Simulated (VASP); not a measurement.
# BSe2 (Fd-3m) in VASP: notebook

BSe2 is run at these levels: PBE; tasks: single point, relaxation of cell and atoms.

All numbers are computed with VASP 6.6.1; they aren't measurements. Logs are shortened: lines on timing, memory, paths and dates and some standing lists are left out, and cuts for length are marked.

### Step 1. The cell of the first run

Symmetry: Fd-3m, No. 227, cubic system. The conventional cell has a = 8.026 Å, b = 8.026 Å, c = 8.026 Å, α = 90.00°, β = 90.00°, γ = 90.00°. B (site symmetry -43m) has 12 Se at 3.33 Å and 4 B at 3.48 Å within 4.4 Å. Se (site symmetry -3m) has 6 Se at 2.84 Å and 6 B at 3.33 Å within 3.7 Å.

### Step 2. Single point, PBE

The input, INCAR:

```
PREC = Accurate
ENCUT = 520
EDIFF = 1E-6
ISMEAR = 0
SIGMA = 0.1
LREAL = F
LASPH = T
NELM = 100
ALGO = Normal
ISIF = 2
LWAVE = F
LCHARG = F
GGA = PE
NBANDS = 24
```

The input, KPOINTS:

```
Automatic mesh
0
Gamma
  4 4 4
```

The input, POSCAR:

```
BSe2
1.0
    0.0000000000      4.0131418727      4.0131418727
    4.0131418727      0.0000000000      4.0131418727
    4.0131418727      4.0131418727      0.0000000000
B Se
2 4
Direct
    0.0000000000      0.0000000000      0.0000000000
    0.2500000000      0.2500000000      0.2500000000
    0.6250000000      0.6250000000      0.6250000000
    0.1250000000      0.6250000000      0.6250000000
    0.6250000000      0.6250000000      0.1250000000
    0.6250000000      0.1250000000      0.6250000000
```

Potentials or basis: VASP PAW PBE potentials, release 64 (B, Se).

Launch:

```
$ cat potpaw_PBE.64/B/POTCAR potpaw_PBE.64/Se/POTCAR > POTCAR
$ mpirun -np 1 vasp_std > vasp.out
```

OUTCAR:

```text
PREC = Accurate
   ENCUT = 520
   EDIFF = 1E-6
   ISMEAR = 0
   LREAL = F
   LASPH = T
   NELM = 100
   ISIF = 2
   GGA = PE

 ion  position               nearest neighbor table
   1  0.000  0.000  0.000-
   2  0.250  0.250  0.250-
   3  0.625  0.625  0.625-
   4  0.125  0.625  0.625-
   5  0.625  0.625  0.125-
   6  0.625  0.125  0.625-

  LATTYP: Found a face centered cubic cell.
 ALAT       =     8.0262837454

  Lattice vectors:

 A1 = (   0.0000000000,   4.0131418727,   4.0131418727)
 A2 = (   4.0131418727,   0.0000000000,   4.0131418727)
 A3 = (   4.0131418727,   4.0131418727,   0.0000000000)

Analysis of symmetry for initial positions (statically):
=====================================================================
 Subroutine PRICEL returns:
 Original cell was already a primitive cell.

 Routine SETGRP: Setting up the symmetry group for a
 face centered cubic supercell.

 Subroutine GETGRP returns: Found 48 space group operations
 (whereof 24 operations were pure point group operations)
 out of a pool of 48 trial point group operations.

The static configuration has the point symmetry T_d .
 The point group associated with its full space group is O_h .

Analysis of symmetry for dynamics (positions and initial velocities):
=====================================================================
 Subroutine PRICEL returns:
 Original cell was already a primitive cell.

 Routine SETGRP: Setting up the symmetry group for a
 face centered cubic supercell.

 Subroutine GETGRP returns: Found 48 space group operations
 (whereof 24 operations were pure point group operations)
 out of a pool of 48 trial point group operations.

The dynamic configuration has the point symmetry T_d .
 The point group associated with its full space group is O_h .

 Subroutine INISYM returns: Found 48 space group operations
 (whereof 24 operations are pure point group operations),
 and found     1 'primitive' translations

----------------------------------------------------------------------------------------

                                     Primitive cell

  volume of cell :     129.2658

[... 75 lines left out ...]
   LSORBIT =      F    spin-orbit coupling
   LASPH  =      T    aspherical Exc in radial PAW
   ENCUT  =  520.0 eV  38.22 Ry    6.18 a.u.  10.55 10.55 10.55*2*pi/ulx,y,z
   NELM   =    100;   NELMIN=  2; NELMDL= -5     # of ELM steps
   EDIFF  = 0.1E-05   stopping-criterion for ELM
   LREAL  =      F    real-space projection
   EDIFFG = 0.1E-04   stopping-criterion for IOM
   NSW    =      0    number of steps for IOM
   IBRION =     -1    ionic relax: 0-MD 1-quasi-New 2-CG
   NFREE  =      0    steps in history (QN), initial steepest desc. (CG)
   ISIF   =      2    stress and relaxation
   ISYM   =      2    0-nonsym 1-usesym 2-fastsym
   POTIM  = 0.5000    time-step for ionic-motion
   TEBEG  =    0.0;   TEEND  =   0.0 temperature during run
   PSTRESS=    0.0 pullay stress
   NELECT =      30.0000    total number of electrons
   NUPDOWN=      -1.0000    fix difference up-down
   EMIN   =  10.00;   EMAX   =-10.00  energy-range for DOS
   EFERMI =   0.00;   METHOD = LEGACY
   ISMEAR =     0;   SIGMA  =   0.10  broadening in eV -4-tet -1-fermi 0-gaus
   EFERMI_NEDOS =   21; number of points for ismear=-14 and -15
   IALGO  =     38    algorithm
   IMIX   =      4    mixing-type and parameters
     AMIX     =   0.40;   BMIX     =  1.00
     AMIX_MAG =   1.60;   BMIX_MAG =  1.00
  volume/ion in A,a.u.               =      21.54       145.39
  Fermi-wavevector in a.u.,A,eV,Ry     =   1.006053  1.901164 13.771029  1.012142
  Thomas-Fermi vector in A             =   2.138771
   LORBIT       =      0    0 simple, 1 ext, 2 COOP (PROOUT), +10 PAW based schemes
   GGA     = PE    functional components
   LHFCALC =     F    Hartree Fock is set to
   AEXX    =    0.0000 exact exchange contribution
   IVDW    =     0    specifies the selected vdW correction
   LEPSILON=     F    determine dielectric tensor
   LRPA    =     F    only Hartree local field effects (RPA)
 non-spin polarized calculation
 Gauss-broadening in eV      SIGMA  =   0.10
  energy-cutoff  :      520.00
  volume of cell :      129.27
 maximum number of plane-waves:      3511
   NGX = 21   NGY = 21   NGZ = 21

 number of electron      29.9999999 magnetization

 Free energy of the ion-electron system (eV)
  ---------------------------------------------------
  ext. energy  EPLUGINS =         0.00000000
  ---------------------------------------------------
  free energy    TOTEN  =       -16.01228099 eV

  energy without entropy =      -15.97822827  energy(sigma->0) =      -15.99525463

 E-fermi :   3.7014     XC(G=0):  -9.5050

 val. band max:        3.5741292702   @ k =  -0.2500   0.2500   0.0000
 cond. band min:       3.7192092784   @ k =  -0.2500   0.2500   0.0000
 fundamental gap:      0.1450800082
 Fermi energy:         3.7013751090

 k-point     1 :       0.0000    0.0000    0.0000
  band No.  band energies     occupation
      1     -12.3823      2.00000
      2      -8.5955      2.00000
      3      -8.5955      2.00000
      4      -8.5955      2.00000
      5      -4.4520      2.00000
      6      -2.3460      2.00000
[... 205 lines left out ...]
     23       5.4936      0.00000
     24       5.4936      0.00000

------------------------ aborting loop because EDIFF is reached ----------------------------------------

  FORCE on cell =-STRESS in cart. coord.  units (eV):
  Direction    XX          YY          ZZ          XY          YZ          ZX
  --------------------------------------------------------------------------------------
  -------------------------------------------------------------------------------------
  Total       -0.0783203     -0.0783203     -0.0783203      0.0000000      0.0000000     -0.0000000
  in kB       -0.9707360     -0.9707360     -0.9707360      0.0000000      0.0000000     -0.0000000
  external PRESSURE =      -0.9707360 kB  Pullay stress =       0.0000000 kB

 VOLUME and BASIS-vectors are now :
 -----------------------------------------------------------------------------
  energy-cutoff  :      520.00
  volume of cell :      129.27
      direct lattice vectors                 reciprocal lattice vectors
     0.000000000  4.013141873  4.013141873    -0.124590661  0.124590661  0.124590661
     4.013141873  0.000000000  4.013141873     0.124590661 -0.124590661  0.124590661
     4.013141873  4.013141873  0.000000000     0.124590661  0.124590661 -0.124590661

 POSITION                                       TOTAL-FORCE (eV/Angst)
 -----------------------------------------------------------------------------------
      0.00000      0.00000      0.00000         0.000000      0.000000      0.000000
      2.00657      2.00657      2.00657        -0.000000     -0.000000     -0.000000
      5.01643      5.01643      5.01643        -0.000000      0.000000      0.000000
      5.01643      3.00986      3.00986        -0.000000      0.000000      0.000000
      3.00986      3.00986      5.01643        -0.000000      0.000000      0.000000
      3.00986      5.01643      3.00986        -0.000000      0.000000      0.000000
 -----------------------------------------------------------------------------------
    total drift:                                0.000000      0.000000      0.000000

  FREE ENERGIE OF THE ION-ELECTRON SYSTEM (eV)
  ---------------------------------------------------
  free  energy   TOTEN  =       -16.0122809863 eV

  energy  without entropy=      -15.9782282670  energy(sigma->0) =      -15.99525463
```

OSZICAR:

```text
N       E                     dE             d eps       ncg     rms          rms(c)
DAV:   1     0.124290698580E+03    0.12429E+03   -0.12219E+04   384   0.106E+03
DAV:   2    -0.601468184934E+01   -0.13031E+03   -0.12072E+03   512   0.163E+02
DAV:   3    -0.160039575016E+02   -0.99893E+01   -0.96838E+01   456   0.477E+01
DAV:   4    -0.161396744857E+02   -0.13572E+00   -0.13353E+00   400   0.610E+00
DAV:   5    -0.161409679847E+02   -0.12935E-02   -0.12925E-02   432   0.562E-01    0.782E+00
DAV:   6    -0.160858505229E+02    0.55117E-01   -0.34320E-01   384   0.225E+00    0.471E+00
DAV:   7    -0.160362318825E+02    0.49619E-01   -0.35179E-01   432   0.193E+00    0.343E+00
DAV:   8    -0.160123853374E+02    0.23847E-01   -0.58894E-02   384   0.111E+00    0.239E-01
DAV:   9    -0.160123027384E+02    0.82599E-04   -0.51614E-03   384   0.318E-01    0.591E-02
DAV:  10    -0.160122757804E+02    0.26958E-04   -0.21404E-04   400   0.688E-02    0.200E-02
DAV:  11    -0.160122816997E+02   -0.59192E-05   -0.33932E-05   416   0.247E-02    0.112E-02
DAV:  12    -0.160122809863E+02    0.71334E-06   -0.72179E-06   400   0.119E-02
   1 F= -.16012281E+02 E0= -.15995255E+02  d E =-.340527E-01
```

Run time: 67 s. Hardware: 1 thread of AMD EPYC 7R13, shared host; peak memory 0.21 GiB.

What came out:

```
Free energy            : -16.0123 eV
Pressure               : -0.1 GPa
Band gap on the k mesh : zero (band 15 reaches 3.76 eV, above the bottom of band 16 at 1.88 eV)
```

### Step 3. Relaxation of cell and atoms, PBE

This run uses another cell than the first one, of 19.75 Å³/atom, 0.917 times its volume.

The input, INCAR:

```
SYSTEM = BSe2
PREC = Accurate
ENCUT = 600
EDIFF = 1E-7
ISMEAR = 0
SIGMA = 0.1
LREAL = .FALSE.
LASPH = .TRUE.
NELM = 60
ALGO = Normal
ISIF = 3
LWAVE = .FALSE.
LCHARG = .FALSE.
GGA = PE
IBRION = 2
NSW = 90
EDIFFG = -0.04
```

The input, KPOINTS:

```
regular mesh
0
G
  4 4 4
  0 0 0
```

Changes to POSCAR since step 2:

```diff
@@ -2,5 +2,5 @@
 1.0
-    0.0000000000      4.0131418727      4.0131418727
-    4.0131418727      0.0000000000      4.0131418727
-    4.0131418727      4.0131418727      0.0000000000
+    0.0000000000      3.8982031071      3.8982031071
+    3.8982031071      0.0000000000      3.8982031071
+    3.8982031071      3.8982031071      0.0000000000
 B Se
```

Potentials or basis: VASP PAW PBE potentials, release 64 (B, Se).

Launch:

```
$ cat potpaw_PBE.64/B/POTCAR potpaw_PBE.64/Se/POTCAR > POTCAR
$ mpirun -np 1 vasp_std > vasp.out
```

Wall time 2.5 min (1 thread of AMD EPYC 7R13, shared host); peak memory 0.3 GiB.

Results (log left out):

```
Free energy                            : -16.0112 eV
Relaxed volume                         : 21.37 Å³/atom
Relaxed cell                           : a = 5.661 Å, b = 5.661 Å, c = 5.661 Å, α = 60.00°, β = 60.00°, γ = 60.00°
Space group after relaxing (to 0.05 Å) : Fd-3m (No. 227)
Energy gained by relaxing              : 23.4 meV/atom
Ionic steps                            : 2
Pressure after relaxing                : 0.3 GPa
Band gap on the k mesh                 : zero (band 15 reaches 3.83 eV, above the bottom of band 16 at 1.96 eV)
```

Step by step:
```csv
step,energy change (eV),largest force (eV/Å),pressure (GPa),volume (Å³)
1,0.0000,0.0000,4.50,118.47
2,-0.1401,0.0000,0.27,128.25
```

Final structure:
```
CELL_PARAMETERS angstrom
0.00000 4.00259 4.00259
4.00259 0.00000 4.00259
4.00259 4.00259 0.00000
ATOMIC_POSITIONS crystal
B 0.00000 0.00000 0.00000
B 0.25000 0.25000 0.25000
Se 0.62500 0.62500 0.62500
Se 0.12500 0.62500 0.62500
Se 0.62500 0.62500 0.12500
Se 0.62500 0.12500 0.62500
```

Levels at points of the mesh, in eV from the Fermi level:
```tsv
k point	band 13	band 14	band 15	band 16	band 17	band 18
(0.00, 0.00, 0.00)	-0.71	-0.71	-0.71	1.44	1.44	1.45
(0.50, 0.00, 0.00)	-2.19	-2.19	-1.61	0.11	0.95	0.95
(0.50, 0.50, 0.00)	-1.86	-1.86	-1.81	-1.81	0.93	0.93
```
